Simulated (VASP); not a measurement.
# N (P4_2/mnm) in VASP: further runs, part 2 of 2

VASP 6.6.1.

## (3) Single point, LDA

This run uses another cell than the first one, of the same volume but with other edges.

INCAR reads:

```
PREC     = Accurate       # precision mode
ENCUT    = 520            # plane-wave cutoff, eV
EDIFF    = 1E-7           # SCF threshold, eV
ISMEAR   = 0              # smearing method
SIGMA    = 0.05           # smearing width, eV
LREAL    = False          # projectors in reciprocal space
LASPH    = True           # aspherical terms in the spheres
NELM     = 100            # most SCF steps
ALGO     = Normal         # electronic algorithm
ISIF     = 2              # what is computed and relaxed
LWAVE    = False          # write WAVECAR
LCHARG   = False          # write CHGCAR
NBANDS   = 18             # bands
```

KPOINTS reads:

```
Automatic mesh
0
Gamma
  6 6 6
```

POSCAR reads:

```
N
1.0
    4.0181784819      0.0000000000      0.0000000000
    0.0000000000      4.0181784819      0.0000000000
    0.0000000000      0.0000000000      5.5226574504
N
4
Direct
    0.9042752000      0.9042752000      0.0000000000
    0.5957248000      0.4042752000      0.5000000000
    0.0957248000      0.0957248000      0.0000000000
    0.4042752000      0.5957248000      0.5000000000
```

Potentials or basis: VASP PAW LDA potentials, release 64 (N).

Run with:

```
$ cat potpaw_LDA.64/N/POTCAR > POTCAR
$ mpirun -np 1 vasp_std > vasp.out
```

It took 2.1 min on 1 thread of AMD EPYC, shared host; peak memory 0.14 GiB.

The run converged. Its results:

```yaml
Free_energy: -35.1532 eV
Pressure: 2.5 GPa
Largest_force: 2.495 eV/Å
Band_gap_on_the_k_mesh: 6.88 eV (least direct gap 7.18 eV)
```

Forces in eV/Å, atoms in the order of the input:
```
N   -1.765 -1.765  0.000
N    1.765 -1.765  0.000
N    1.765  1.765  0.000
N   -1.765  1.765  0.000
```

Stress tensor (GPa, compression positive):
```
 4.17  0.00  0.00
 0.00  4.17  0.00
 0.00  0.00 -0.75
```

Levels at points of the mesh, in eV from the valence-band top:
| k point | band 7 | band 8 | band 9 | band 10 | band 11 | band 12 | band 13 | band 14 |
| --- | --- | --- | --- | --- | --- | --- | --- | --- |
| (0.00, 0.00, 0.00) | -1.69 | -1.63 | -1.11 | -0.29 | 6.88 | 7.72 | 8.22 | 8.22 |
| (0.50, 0.00, 0.00) | -1.88 | -1.88 | -0.28 | -0.28 | 7.95 | 7.95 | 7.97 | 7.97 |
| (0.50, 0.50, 0.00) | -1.86 | -1.86 | -0.03 | -0.03 | 7.69 | 7.69 | 8.84 | 8.84 |
| (0.00, 0.00, 0.50) | -1.70 | -1.70 | -0.56 | -0.56 | 7.28 | 7.28 | 8.21 | 8.21 |
| (0.50, 0.00, 0.50) | -1.73 | -1.73 | -0.33 | -0.33 | 7.59 | 7.59 | 8.28 | 8.28 |
| (0.50, 0.50, 0.50) | -1.89 | -1.89 | 0.00 | 0.00 | 7.73 | 7.73 | 8.84 | 8.84 |

Caveat: the standard files for N, O and F lose accuracy on very short bonds; forces of over 1 eV/Å act on the atoms, so gaps and moduli don't describe the material at rest. A k mesh can miss the band edges.

## (4) Single point, LDA

This run uses another cell than the first one, of the same volume but with other edges.

INCAR reads:

```
SYSTEM = N
  ALGO = Normal
  EDIFF = 1E-6
  ENCUT = 520
  ISIF = 2
  ISMEAR = 0
  LASPH = .True.
  LCHARG = .False.
  LREAL = .False.
  LWAVE = .False.
  NBANDS = 18
  NELM = 60
  PREC = Accurate
  SIGMA = 0.05
```

KPOINTS reads:

```
k-points
0
Gamma
  6 6 6
  0 0 0
```

POSCAR reads:

```
N
1.0
    3.7420639564      0.0000000000      0.0000000000
    0.0000000000      3.7420639564      0.0000000000
    0.0000000000      0.0000000000      6.3677226898
N
4
Direct
    0.9042752000      0.9042752000      0.0000000000
    0.5957248000      0.4042752000      0.5000000000
    0.0957248000      0.0957248000      0.0000000000
    0.4042752000      0.5957248000      0.5000000000
```

Potentials or basis: VASP PAW LDA potentials, release 64 (N).

Run with:

```
$ cat potpaw_LDA.64/N/POTCAR > POTCAR
$ mpirun -np 1 vasp_std > vasp.out
```

OUTCAR:

```text
SYSTEM = N
   EDIFF = 1E-6
   ENCUT = 520
   ISIF = 2
   ISMEAR = 0
   LASPH = .True.
   LREAL = .False.
   NELM = 60
   PREC = Accurate

 ion  position               nearest neighbor table
   1  0.904  0.904  0.000-   3 1.01
   2  0.596  0.404  0.500-   4 1.01
   3  0.096  0.096  0.000-   1 1.01
   4  0.404  0.596  0.500-   2 1.01

  LATTYP: Found a simple tetragonal cell.
 ALAT       =     3.7420639564
 C/A-ratio  =     1.7016605713

  Lattice vectors:

 A1 = (   3.7420639564,   0.0000000000,   0.0000000000)
 A2 = (   0.0000000000,   3.7420639564,   0.0000000000)
 A3 = (   0.0000000000,   0.0000000000,   6.3677226898)

Analysis of symmetry for initial positions (statically):
=====================================================================
 Subroutine PRICEL returns:
 Original cell was already a primitive cell.

 Routine SETGRP: Setting up the symmetry group for a
 simple tetragonal supercell.

 Subroutine GETGRP returns: Found 16 space group operations
 (whereof  8 operations were pure point group operations)
 out of a pool of 16 trial point group operations.

The static configuration has the point symmetry D_2h.
 The point group associated with its full space group is D_4h.

Analysis of symmetry for dynamics (positions and initial velocities):
=====================================================================
 Subroutine PRICEL returns:
 Original cell was already a primitive cell.

 Routine SETGRP: Setting up the symmetry group for a
 simple tetragonal supercell.

 Subroutine GETGRP returns: Found 16 space group operations
 (whereof  8 operations were pure point group operations)
 out of a pool of 16 trial point group operations.

The dynamic configuration has the point symmetry D_2h.
[... 120 lines left out ...]
   EFERMI_NEDOS =   21; number of points for ismear=-14 and -15
   IALGO  =     38    algorithm
   IMIX   =      4    mixing-type and parameters
     AMIX     =   0.40;   BMIX     =  1.00
     AMIX_MAG =   1.60;   BMIX_MAG =  1.00
  volume/ion in A,a.u.               =      22.29       150.43
  Fermi-wavevector in a.u.,A,eV,Ry     =   0.994678  1.879669 13.461399  0.989385
  Thomas-Fermi vector in A             =   2.126646
   LORBIT       =      0    0 simple, 1 ext, 2 COOP (PROOUT), +10 PAW based schemes
   GGA     = CA    functional components
   LHFCALC =     F    Hartree Fock is set to
   AEXX    =    0.0000 exact exchange contribution
   IVDW    =     0    specifies the selected vdW correction
   LEPSILON=     F    determine dielectric tensor
   LRPA    =     F    only Hartree local field effects (RPA)
 non-spin polarized calculation
 Gauss-broadening in eV      SIGMA  =   0.05
  energy-cutoff  :      520.00
  volume of cell :       89.17
 maximum number of plane-waves:      2424
 NGX is ok and might be reduce to    28

 number of electron      19.9999995 magnetization

 Free energy of the ion-electron system (eV)
  ---------------------------------------------------
  ext. energy  EPLUGINS =         0.00000000
  ---------------------------------------------------
  free energy    TOTEN  =       -33.60187860 eV

  energy without entropy =      -33.60187860  energy(sigma->0) =      -33.60187860

 E-fermi :  -6.2819     XC(G=0):  -6.8922

 val. band max:       -6.5326145166   @ k =   0.5000   0.5000   0.5000
 cond. band min:       1.1111600921   @ k =   0.0000   0.0000   0.0000
 fundamental gap:      7.6437746087
 Fermi energy:        -6.2819216481

 k-point     1 :       0.0000    0.0000    0.0000
  band No.  band energies     occupation
      1     -26.3483      2.00000
      2     -26.3230      2.00000
      3      -9.5767      2.00000
      4      -9.1006      2.00000
      5      -9.0046      2.00000
      6      -9.0046      2.00000
[... 481 lines left out ...]
      5      -9.2100      2.00000
      6      -9.2100      2.00000
[... 10 lines left out ...]
     17       7.3022      0.00000
     18       7.3022      0.00000

 [... further k-points ...]

------------------------ aborting loop because EDIFF is reached ----------------------------------------

  FORCE on cell =-STRESS in cart. coord.  units (eV):
  Direction    XX          YY          ZZ          XY          YZ          ZX
  --------------------------------------------------------------------------------------
  -------------------------------------------------------------------------------------
  Total       19.6348734     19.6348734     -0.4336782      0.0000000      0.0000000      0.0000000
  in kB      352.8028905    352.8028905     -7.7924066      0.0000000      0.0000000      0.0000000
  external PRESSURE =     232.6044581 kB  Pullay stress =       0.0000000 kB

 VOLUME and BASIS-vectors are now :
 -----------------------------------------------------------------------------
  energy-cutoff  :      520.00
  volume of cell :       89.17
      direct lattice vectors                 reciprocal lattice vectors
     3.742063956  0.000000000  0.000000000     0.267232204  0.000000000  0.000000000
     0.000000000  3.742063956  0.000000000     0.000000000  0.267232204  0.000000000
     0.000000000  0.000000000  6.367722690     0.000000000  0.000000000  0.157042015

 POSITION                                       TOTAL-FORCE (eV/Angst)
 -----------------------------------------------------------------------------------
      3.38386      3.38386      0.00000       -13.870049    -13.870049     -0.000000
      2.22924      1.51282      3.18386        13.870049    -13.870049      0.000000
      0.35821      0.35821      0.00000        13.870049     13.870049      0.000000
      1.51282      2.22924      3.18386       -13.870049     13.870049      0.000000
 -----------------------------------------------------------------------------------
    total drift:                                0.000000      0.000000      0.000000

  FREE ENERGIE OF THE ION-ELECTRON SYSTEM (eV)
  ---------------------------------------------------
  free  energy   TOTEN  =       -33.6018786045 eV

  energy  without entropy=      -33.6018786045  energy(sigma->0) =      -33.60187860
```

Run time: 1.8 min. Hardware: 1 thread of AMD EPYC, shared host; peak memory 0.14 GiB.

Results:

```yaml
Free_energy: -33.6019 eV
Pressure: 23.3 GPa
Largest_force: 19.615 eV/Å
Band_gap_on_the_k_mesh: 7.64 eV (least direct gap 8.40 eV)
```

Forces on the atoms (eV/Å):
```
N   -13.870 -13.870   0.000
N    13.870 -13.870   0.000
N    13.870  13.870   0.000
N   -13.870  13.870   0.000
```

Caveat: the standard files for N, O and F lose accuracy on very short bonds; the cell stands under pressure; forces of over 1 eV/Å act on the atoms, so gaps and moduli don't describe the material at rest. A k mesh can miss the band edges.

## (5) Overview

```tsv
cell	gap on the mesh (eV)	pressure (GPa)	largest force (eV/Å)
a = 4.140, b = 4.140, c = 5.202 Å, 4 atoms	6.54	-4.1	2.51
a = 4.018, b = 4.018, c = 5.523 Å, 4 atoms	6.88	2.5	2.50
a = 3.742, b = 3.742, c = 6.368 Å, 4 atoms	7.64	23.3	19.62
```

Alike in all rows: task single point; level LDA; potentials or basis VASP PAW LDA potentials, release 64 (N); no spin polarisation; k mesh 6 × 6 × 6; cutoff (eV) 520; smearing gaussian 0.05 eV.

Caveats: the standard files for N, O and F lose accuracy on very short bonds; forces of over 1 eV/Å act on the atoms, so gaps and moduli don't describe the material at rest; the cell stands under tension (at least some runs); the cell stands under pressure (at least some runs).

Absolute energies hang on the potentials; compare differences alone.
